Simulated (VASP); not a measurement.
Here is a VASP 6.6.1 calculation.

Contents of INCAR:

```
ALGO = Normal ; EDIFF = 1E-6
ENCUT = 520 ; GGA = PE
ISIF = 2 ; ISMEAR = 0
LASPH = T ; LCHARG = F
LREAL = F ; LWAVE = F
NBANDS = 38 ; NELM = 60
PREC = Accurate ; SIGMA = 0.1
```

File KPOINTS:

```
k-points
0
Gamma
  4 4 10
```

POSCAR

```
Cs2B3
1.0
    9.5672726292      0.0000000000      0.0000000000
    0.0000000000      9.5672726292      0.0000000000
    0.0000000000      0.0000000000      3.4675044104
Cs B
4 6
Direct
    0.2841961865      0.7841961865      0.0000000000
    0.2158038135      0.2841961865      0.0000000000
    0.7158038135      0.2158038135      0.0000000000
    0.7841961865      0.7158038135      0.0000000000
    0.0000000000      0.0000000000      0.0000000000
    0.5000000000      0.5000000000      0.0000000000
    0.0585597803      0.5585597803      0.5000000000
    0.4414402197      0.0585597803      0.5000000000
    0.9414402197      0.4414402197      0.5000000000
    0.5585597803      0.9414402197      0.5000000000
```

Potentials or basis: VASP PAW PBE potentials, release 64 (Cs_sv, B).

The run is started by

```bash
$ cat potpaw_PBE.64/Cs_sv/POTCAR potpaw_PBE.64/B/POTCAR > POTCAR
$ mpirun -np 1 vasp_std > vasp.out
```

(1) Predict the largest force.

(2) What does it give for the pressure?

(3) Predict the band gap on the k mesh.

Answers

(1) 0.020 eV/Å.

(2) 0.1 GPa.

(3) zero (bands 27 and 28 overlap by 0.69 eV).

Caveat: spin-orbit coupling is left out, which moves the levels of the heavy elements.
